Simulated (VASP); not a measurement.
HfO2: relaxation of cell and atoms with PBE

The system is HfO2.

```xyz
3
Lattice="0.0000 2.5575 2.5575 2.5575 0.0000 2.5575 2.5575 2.5575 0.0000" Properties=species:S:1:pos:R:3 pbc="T T T"
Hf    0.0000    0.0000    0.0000
O     1.2788    1.2788    1.2788
O     3.8363    3.8363    3.8363
```

```yaml
Program: VASP 6.6.1
Task: relaxation of cell and atoms
Functional: PBE
Potentials_or_basis: VASP PAW PBE potentials, release 64 (Hf_pv, O)
Cutoff: 600 eV
k_mesh: 8 × 8 × 8
Occupations: gaussian, width 0.01 eV
Spin: no spin polarisation
Dipole_correction: no
Further_INCAR_settings: ALGO = Normal; EDIFF = 1e-06; IBRION = 2; EDIFFG = -0.005; NSW = 80; ISIF = 3
```

```json
{
 "Relaxed volume": "10.87 Å³/atom",
 "Relaxed cell": "a = 3.586 Å, b = 3.586 Å, c = 3.586 Å, α = 60.00°, β = 60.00°, γ = 60.00°",
 "Space group after relaxing (to 0.05 Å)": "Fm-3m (No. 225)",
 "Energy gained by relaxing": "5.7 meV/atom",
 "Ionic steps": "3",
 "Pressure after relaxing": "0.0 GPa",
 "Band gap on the k mesh": "3.80 eV, direct"
}
```

The path:
| step | energy change (eV) | largest force (eV/Å) | pressure (GPa) | volume (Å³) |
| --- | --- | --- | --- | --- |
| 1 | 0.0000 | 0.0000 | -6.23 | 33.46 |
| 2 | 0.0193 | 0.0000 | 10.18 | 31.40 |
| 3 | -0.0172 | 0.0000 | -0.05 | 32.60 |

Final structure:
```
CELL_PARAMETERS angstrom
0.00000 2.53546 2.53546
2.53546 0.00000 2.53546
2.53546 2.53546 0.00000
ATOMIC_POSITIONS crystal
Hf 0.00000 0.00000 0.00000
O 0.25000 0.25000 0.25000
O 0.75000 0.75000 0.75000
```

Levels at points of the mesh, in eV from the valence-band top:
| k point | band 9 | band 10 | band 11 | band 12 | band 13 | band 14 |
| --- | --- | --- | --- | --- | --- | --- |
| (0.00, 0.00, 0.00) | -0.61 | -0.61 | -0.61 | 3.88 | 3.88 | 5.83 |
| (0.50, 0.00, 0.00) | -2.73 | -1.83 | -1.83 | 4.61 | 4.61 | 6.98 |
| (0.50, 0.50, 0.00) | -1.53 | -1.53 | 0.00 | 3.80 | 5.50 | 6.63 |

Wall time 42 s on 1 thread of Intel(R) Xeon(R) Platinum 8488C (Sapphire Rapids), on a shared host, peak memory 0.18 GiB.

Caveat: spin-orbit coupling is left out, which moves the levels of the heavy elements. A k mesh can miss the band edges.
